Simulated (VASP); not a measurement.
Set up this calculation in VASP 6.6.1, as the native input.

- Task: single point
- Functional: PBE
- Potentials or basis: VASP PAW PBE potentials, release 64 (K_sv)
- Cutoff: 520 eV
- k mesh: 25 × 25 × 25
- Occupations: fermi-dirac, width 0.0612256 eV
- Spin: no spin polarisation
- Dipole correction: no
- Further INCAR settings: ALGO = Normal; EDIFF = 1e-07; NBANDS = 10

The structure of K lies in POSCAR:

```
K
1.0
    4.3559329130      0.0000000000      0.0000000000
    0.0000000000      4.3559329130      0.0000000000
    0.0000000000      0.0000000000      4.3559329130
K
1
Direct
    0.0000000000      0.0000000000      0.0000000000
```

This isn't the form of K at room conditions, which is bcc.

The input as run:

INCAR

```
  ALGO = Normal
  EDIFF = 1E-7
  ENCUT = 520
  GGA = PE
  ISIF = 2
  ISMEAR = -1
  LASPH = T
  LCHARG = F
  LREAL = F
  LWAVE = F
  NBANDS = 10
  NELM = 60
  PREC = Accurate
  SIGMA = 0.06122561905347299
```

KPOINTS

```
k-points
0
Gamma
  25 25 25
```

Potentials or basis: VASP PAW PBE potentials, release 64 (K_sv).

The run is started by

```sh
$ cat potpaw_PBE.64/K_sv/POTCAR > POTCAR
$ mpirun -np 1 vasp_std > vasp.out
```

Results of the run:

```
Pressure               : -0.1 GPa
Band gap on the k mesh : zero (an odd number of electrons rules out a gap without spin polarisation)
```

It took 59 s on 1 thread of Intel(R) Xeon(R) 6975P-C (Granite Rapids), on a shared host, peak memory 0.44 GiB.
